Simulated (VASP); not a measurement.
Input of a VASP 6.6.1 run:

The input INCAR:

```
  PREC = Accurate
  ENCUT = 520
  EDIFF = 1E-7
  ISMEAR = 0
  SIGMA = 0.05
  LREAL = False
  LASPH = True
  NELM = 100
  ALGO = Normal
  ISIF = 2
  LWAVE = False
  LCHARG = False
  LDIPOL = True
  IDIPOL = 3
  DIPOL = 0.5 0.5 0.500
  GGA = PE
  NBANDS = 36
```

Contents of KPOINTS:

```
Automatic mesh
0
Gamma
  9 9 1
```

The input POSCAR:

```
MgO
1.0
    3.0079232189      0.0000000000      0.0000000000
    0.0000000000      3.0079232189      0.0000000000
    0.0000000000      0.0000000000     25.6346145270
Mg O
6 6
Direct
    0.5000000000      0.5000000000      0.2934986934
    0.0000000000      0.0000000000      0.3753427072
    0.5000000000      0.5000000000      0.4585511800
    0.0000000000      0.0000000000      0.5414488202
    0.5000000000      0.5000000000      0.6246572931
    0.0000000000      0.0000000000      0.7065013069
    0.0000000000      0.0000000000      0.2915987714
    0.5000000000      0.5000000000      0.3757121134
    0.0000000000      0.0000000000      0.4584955116
    0.5000000000      0.5000000000      0.5415044873
    0.0000000000      0.0000000000      0.6242878859
    0.5000000000      0.5000000000      0.7084012296
```

Potentials or basis: VASP PAW PBE potentials, release 64 (Mg, O).

Run with:

```sh
$ cat potpaw_PBE.64/Mg/POTCAR potpaw_PBE.64/O/POTCAR > POTCAR
$ mpirun -np 1 vasp_std > vasp.out
```

Problem. Estimate the largest force.

Solution. 0.035 eV/Å.

Problem. Predict the band gap on the k mesh.

Solution. 3.58 eV.

Forces in eV/Å, atoms in the order of the input:
```
Mg   0.000  0.000  0.035
Mg   0.000  0.000  0.020
Mg   0.000  0.000  0.002
Mg   0.000  0.000 -0.002
Mg   0.000  0.000 -0.020
Mg   0.000  0.000 -0.035
O    0.000  0.000 -0.008
O    0.000  0.000 -0.014
O    0.000  0.000 -0.005
O    0.000  0.000  0.005
O    0.000  0.000  0.014
O    0.000  0.000  0.008
```
